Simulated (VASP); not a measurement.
Here is a VASP 6.6.1 calculation.

The input INCAR:

```
PREC = Accurate
ENCUT = 520
EDIFF = 1E-7
ISMEAR = 0
SIGMA = 0.05
LREAL = False
LASPH = True
NELM = 100
ALGO = Normal
ISIF = 2
LWAVE = False
LCHARG = False
GGA = PS
NBANDS = 26
```

File KPOINTS:

```
regular mesh
0
Gamma
  10 10 6
```

The input POSCAR:

```
CdSe
1.0
    3.9280174914      0.0000000000      0.0000000000
   -1.9640087457      3.4017629341      0.0000000000
    0.0000000000      0.0000000000      6.7351926421
Cd Se
2 2
Direct
    0.3333333333      0.6666666667      0.0119321007
    0.6666666667      0.3333333333      0.5119321007
    0.3333333333      0.6666666667      0.3730678993
    0.6666666667      0.3333333333      0.8730678993
```

Potentials or basis: VASP PAW PBE potentials, release 64 (Cd, Se).

Command:

```sh
$ cat potpaw_PBE.64/Cd/POTCAR potpaw_PBE.64/Se/POTCAR > POTCAR
$ mpirun -np 1 vasp_std > vasp.out
```

(1) Predict the largest force.

(2) Predict the band gap on the k mesh.

(3) What does it give for the pressure?

## Answers

(1) 0.006 eV/Å.

(2) 0.82 eV.

(3) 20.0 GPa.

Caveat: the cell stands under pressure; the PAW data sets were made with another functional, which shifts forces and pressure a little.
